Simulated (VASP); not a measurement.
# NaCl (P6_3/mmc) in VASP: further runs, part 2 of 2

VASP 6.6.1.

**4. Single point, PBE (29.64 Å³/atom)**

This run uses another cell than the first one, of 29.64 Å³/atom.

INCAR

```
PREC = Accurate
ENCUT = 520
EDIFF = 1E-6
ISMEAR = 0
SIGMA = 0.01
LREAL = False
LASPH = True
NELM = 80
ALGO = Normal
ISIF = 2
LWAVE = False
LCHARG = False
GGA = PE
NBANDS = 22
```

KPOINTS

```
regular mesh
0
Gamma
  6 6 4
```

POSCAR

```
NaCl
1.0
    4.8719090942      0.0000000000      0.0000000000
   -2.4359545471      4.2191970405      0.0000000000
    0.0000000000      0.0000000000      5.7682597562
Na Cl
2 2
Direct
    0.3333333333      0.6666666667      0.2500000000
    0.6666666667      0.3333333333      0.7500000000
    0.6666666667      0.3333333333      0.2500000000
    0.3333333333      0.6666666667      0.7500000000
```

Potentials or basis: VASP PAW PBE potentials, release 64 (Na_pv, Cl).

Command:

```console
> cat potpaw_PBE.64/Na_pv/POTCAR potpaw_PBE.64/Cl/POTCAR > POTCAR
> mpirun -np 1 vasp_std > vasp.out
```

OUTCAR:

```text
PREC = Accurate
   ENCUT = 520
   EDIFF = 1E-6
   ISMEAR = 0
   LREAL = False
   LASPH = True
   NELM = 80
   ISIF = 2
   GGA = PE

 ion  position               nearest neighbor table
   1  0.333  0.667  0.250-
   2  0.667  0.333  0.750-
   3  0.667  0.333  0.250-
   4  0.333  0.667  0.750-

  LATTYP: Found a hexagonal cell.
 ALAT       =     4.8719090942
 C/A-ratio  =     1.1839834539

  Lattice vectors:

 A1 = (   4.8719090942,   0.0000000000,   0.0000000000)
 A2 = (  -2.4359545471,   4.2191970405,   0.0000000000)
 A3 = (   0.0000000000,   0.0000000000,   5.7682597562)

Analysis of symmetry for initial positions (statically):
=====================================================================
 Subroutine PRICEL returns:
 Original cell was already a primitive cell.

 Routine SETGRP: Setting up the symmetry group for a
 hexagonal supercell.

 Subroutine GETGRP returns: Found 24 space group operations
 (whereof 12 operations were pure point group operations)
 out of a pool of 24 trial point group operations.

The static configuration has the point symmetry D_3d.
 The point group associated with its full space group is D_6h.

Analysis of symmetry for dynamics (positions and initial velocities):
=====================================================================
 Subroutine PRICEL returns:
 Original cell was already a primitive cell.

 Routine SETGRP: Setting up the symmetry group for a
 hexagonal supercell.

 Subroutine GETGRP returns: Found 24 space group operations
 (whereof 12 operations were pure point group operations)
 out of a pool of 24 trial point group operations.

The dynamic configuration has the point symmetry D_3d.
 The point group associated with its full space group is D_6h.

[... 112 lines left out ...]
   EFERMI =   0.00;   METHOD = LEGACY
   ISMEAR =     0;   SIGMA  =   0.01  broadening in eV -4-tet -1-fermi 0-gaus
   EFERMI_NEDOS =   21; number of points for ismear=-14 and -15
   IALGO  =     38    algorithm
   IMIX   =      4    mixing-type and parameters
     AMIX     =   0.40;   BMIX     =  1.00
     AMIX_MAG =   1.60;   BMIX_MAG =  1.00
  volume/ion in A,a.u.               =      29.64       200.04
  Fermi-wavevector in a.u.,A,eV,Ry     =   1.011897  1.912208 13.931485  1.023935
  Thomas-Fermi vector in A             =   2.144974
   LORBIT       =      0    0 simple, 1 ext, 2 COOP (PROOUT), +10 PAW based schemes
   GGA     = PE    functional components
   LHFCALC =     F    Hartree Fock is set to
   AEXX    =    0.0000 exact exchange contribution
   IVDW    =     0    specifies the selected vdW correction
   LEPSILON=     F    determine dielectric tensor
   LRPA    =     F    only Hartree local field effects (RPA)
 non-spin polarized calculation
 Gauss-broadening in eV      SIGMA  =   0.01
  energy-cutoff  :      520.00
  volume of cell :      118.57
 maximum number of plane-waves:      3228
   NGX = 19   NGY = 19   NGZ = 21

 number of electron      27.9999988 magnetization

 Free energy of the ion-electron system (eV)
  ---------------------------------------------------
  ext. energy  EPLUGINS =         0.00000000
  ---------------------------------------------------
  free energy    TOTEN  =       -13.41161137 eV

  energy without entropy =      -13.41161137  energy(sigma->0) =      -13.41161137

 E-fermi :  -2.0140     XC(G=0):  -6.8497

 val. band max:       -2.1257146918   @ k =   0.0000   0.0000   0.0000
 cond. band min:       2.4878493924   @ k =   0.0000   0.0000   0.0000
 fundamental gap:      4.6135640842
 Fermi energy:        -2.0139761957

 k-point     1 :       0.0000    0.0000    0.0000
  band No.  band energies     occupation
      1     -23.1898      2.00000
      2     -23.1898      2.00000
      3     -23.1870      2.00000
      4     -23.1847      2.00000
      5     -23.1847      2.00000
      6     -23.1738      2.00000
[... 514 lines left out ...]
     21       9.6951      0.00000
     22       9.6994      0.00000

------------------------ aborting loop because EDIFF is reached ----------------------------------------

  FORCE on cell =-STRESS in cart. coord.  units (eV):
  Direction    XX          YY          ZZ          XY          YZ          ZX
  --------------------------------------------------------------------------------------
  -------------------------------------------------------------------------------------
  Total       -0.6871019     -0.6871019     -0.7967001      0.0000000      0.0000000      0.0000000
  in kB       -9.2844881     -9.2844881    -10.7654374      0.0000000      0.0000000      0.0000000
  external PRESSURE =      -9.7781379 kB  Pullay stress =       0.0000000 kB

 VOLUME and BASIS-vectors are now :
 -----------------------------------------------------------------------------
  energy-cutoff  :      520.00
  volume of cell :      118.57
      direct lattice vectors                 reciprocal lattice vectors
     4.871909094  0.000000000  0.000000000     0.205258345  0.118505961  0.000000000
    -2.435954547  4.219197041  0.000000000     0.000000000  0.237011922  0.000000000
     0.000000000  0.000000000  5.768259756     0.000000000  0.000000000  0.173362512

 POSITION                                       TOTAL-FORCE (eV/Angst)
 -----------------------------------------------------------------------------------
     -0.00000      2.81280      1.44206         0.000000      0.000000     -0.000000
      2.43595      1.40640      4.32619        -0.000000      0.000000     -0.000000
      2.43595      1.40640      1.44206        -0.000000      0.000000      0.000000
     -0.00000      2.81280      4.32619         0.000000     -0.000000      0.000000
 -----------------------------------------------------------------------------------
    total drift:                               -0.000000      0.000000      0.000000

  FREE ENERGIE OF THE ION-ELECTRON SYSTEM (eV)
  ---------------------------------------------------
  free  energy   TOTEN  =       -13.4116113695 eV

  energy  without entropy=      -13.4116113695  energy(sigma->0) =      -13.41161137
```

OSZICAR:

```text
N       E                     dE             d eps       ncg     rms          rms(c)
DAV:   1     0.255258447627E+03    0.25526E+03   -0.13465E+04   924   0.122E+03
DAV:   2     0.118065879418E+02   -0.24345E+03   -0.23289E+03  1078   0.317E+02
DAV:   3    -0.133222086103E+02   -0.25129E+02   -0.24973E+02  1140   0.107E+02
DAV:   4    -0.139756750693E+02   -0.65347E+00   -0.65265E+00  1084   0.197E+01
DAV:   5    -0.139946129460E+02   -0.18938E-01   -0.18937E-01  1246   0.320E+00    0.320E+00
DAV:   6    -0.134232421089E+02    0.57137E+00   -0.10810E+00  1062   0.453E+00    0.235E+00
DAV:   7    -0.133825738861E+02    0.40668E-01   -0.22216E-01  1122   0.208E+00    0.162E+00
DAV:   8    -0.134084904822E+02   -0.25917E-01   -0.25118E-02   942   0.108E+00    0.367E-01
DAV:   9    -0.134089988679E+02   -0.50839E-03   -0.83238E-04  1178   0.177E-01    0.189E-01
DAV:  10    -0.134115767083E+02   -0.25778E-02   -0.25020E-03   942   0.247E-01    0.563E-02
DAV:  11    -0.134115865491E+02   -0.98409E-05   -0.19672E-05  1132   0.398E-02    0.146E-02
DAV:  12    -0.134116105066E+02   -0.23957E-04   -0.31608E-05   960   0.411E-02    0.144E-02
DAV:  13    -0.134116113695E+02   -0.86294E-06   -0.25811E-06   962   0.149E-02
   1 F= -.13411611E+02 E0= -.13411611E+02  d E =-.234025E-58
```

stdout:

```text
POSCAR found type information on POSCAR NaCl
 POSCAR found :  2 types and       4 ions
 scaLAPACK will be used
 LDA part: xc-table for (Slater+PW92), standard interpolation
 POSCAR, INCAR and KPOINTS ok, starting setup
 FFT: planning ... GRIDC
 FFT: planning ... GRID_SOFT
 FFT: planning ... GRID
 WAVECAR not read
 entering main loop
```

Run time: 84 s. Hardware: 1 thread of Intel Xeon 8259CL, shared host; peak memory 0.24 GiB.

What came out:

```yaml
Free_energy: -13.4116 eV
Pressure: -1.0 GPa
Band_gap_on_the_k_mesh: 4.61 eV
```

Stress tensor (GPa, compression positive):
```
-0.93  0.00  0.00
 0.00 -0.93  0.00
 0.00  0.00 -1.08
```

**5. Summary**

| cell | gap on the mesh (eV) | pressure (GPa) |
| --- | --- | --- |
| a = 4.778, b = 4.778, c = 5.657 Å, angles 90.0, 90.0, 120.0°, 4 atoms | 4.74 | 0.0 |
| a = 4.826, b = 4.826, c = 5.713 Å, angles 90.0, 90.0, 120.0°, 4 atoms | 4.68 | -0.5 |
| a = 4.872, b = 4.872, c = 5.768 Å, angles 90.0, 90.0, 120.0°, 4 atoms | 4.61 | -1.0 |

Alike in all rows: task single point; level PBE; potentials or basis VASP PAW PBE potentials, release 64 (Na_pv, Cl); no spin polarisation; k mesh 6 × 6 × 4; cutoff (eV) 520; smearing gaussian 0.01 eV.

Absolute energies hang on the potentials; compare differences alone.
